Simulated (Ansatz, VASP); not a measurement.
**Sc in VASP and in Ansatz**

The input INCAR:

```
PREC = Accurate
ENCUT = 520
EDIFF = 1E-6
ISMEAR = -1
SIGMA = 0.05
LREAL = F
LASPH = T
NELM = 60
ALGO = Normal
ISIF = 2
LWAVE = F
LCHARG = F
GGA = PS
NBANDS = 18
```

Contents of KPOINTS:

```
regular mesh
0
Gamma
  9 9 5
```

Contents of POSCAR:

```
Sc
1.0
    3.3738988294      0.0000000000      0.0000000000
   -1.6869494147      2.9218820960      0.0000000000
    0.0000000000      0.0000000000      5.3767242965
Sc
2
Direct
    0.6666666667      0.3333333333      0.7500000000
    0.3333333333      0.6666666667      0.2500000000
```

The input input.yaml:

```yaml
crystal:
  lattice:
    - [3.3738988294, 0.0, 0.0]
    - [-1.6869494147, 2.921882096, 0.0]
    - [0.0, 0.0, 5.3767242965]
  atoms:
    - { symbol: Sc, position: [0.6666666667, 0.3333333333, 0.75] }
    - { symbol: Sc, position: [0.3333333333, 0.6666666667, 0.25] }
hamiltonian:
  xc: pbesol
  pseudopotentials: { kind: paw }
kpoints:
  mp_grid: { grid: [9, 9, 5] }
scf:
  occupations: { method: fermi_dirac, width: 0.05 }
output:
  forces: true
  stress: true
  eigenvalues: true
```

Alike in both runs: task single point; functional PBEsol; k mesh 9 × 9 × 5; occupations fermi-dirac, width 0.05 eV; no spin polarisation.

```csv
,VASP,Ansatz
version,VASP 6.6.1,Ansatz 0.2.0
potentials or method,"VASP PAW PBE potentials, release 64 (Sc_sv)",Ansatz PAW
plane-wave cutoff (eV),520,420
valence electrons in the cell,22,22
```

```tsv
	VASP	Ansatz	Ansatz less VASP
gap on the k mesh at the Fermi level (eV)	none	none	-
pressure (GPa)	-5.3	-5.3	+0.01
traceless stress, the component that is largest in VASP (GPa)	-0.89	-0.89	+0.001
```

VASP's potentials were made for PBE, not for PBEsol. A gap of «none» marks a metal or a gap that the smearing closes.
